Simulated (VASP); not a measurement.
Runs of VASP 6.6.1 on HfO2. The structure is that of space group P4_2/nmc (No. 137), or close to it. The cells are those of the table. 

```csv
task,level,cell,cutoff (eV),gap on the mesh (eV),pressure (GPa),relaxed volume (Å³/atom),largest force (eV/Å)
single point,PBEsol,"a = 3.567, b = 3.567, c = 5.176 Å, 6 atoms",520,4.56,-3.2,-,0.03
single point,PBE+D4,"a = 3.589, b = 3.589, c = 5.233 Å, 6 atoms",520,4.66,-3.2,-,0.05
relaxation of cell and atoms,RPBE,"relaxed from a = 3.558, b = 3.558, c = 5.172 Å, 6 atoms",600,(a),0.0,(b),-
relaxation of cell and atoms,PBEsol,"relaxed from a = 3.558, b = 3.558, c = 5.172 Å, 6 atoms",600,4.59,0.0,10.80,-
relaxation of cell and atoms,PBE+D4,"relaxed from a = 3.558, b = 3.558, c = 5.172 Å, 6 atoms",600,4.70,0.0,11.05,-
```

Alike in all rows: potentials or basis VASP PAW PBE potentials, release 64 (Hf_pv, O); no spin polarisation; k mesh 3 × 3 × 2; smearing gaussian 0.01 eV.

Fill in the values left out.

(a) 4.73; (b) 11.56.

Caveats: all runs use coarse meshes; spin-orbit coupling is left out, which moves the levels of the heavy elements; the PAW data sets were made with another functional, which shifts forces and pressure a little (some runs).

A k mesh can miss the band edges, and the runs leave out spin-orbit coupling on Hf.
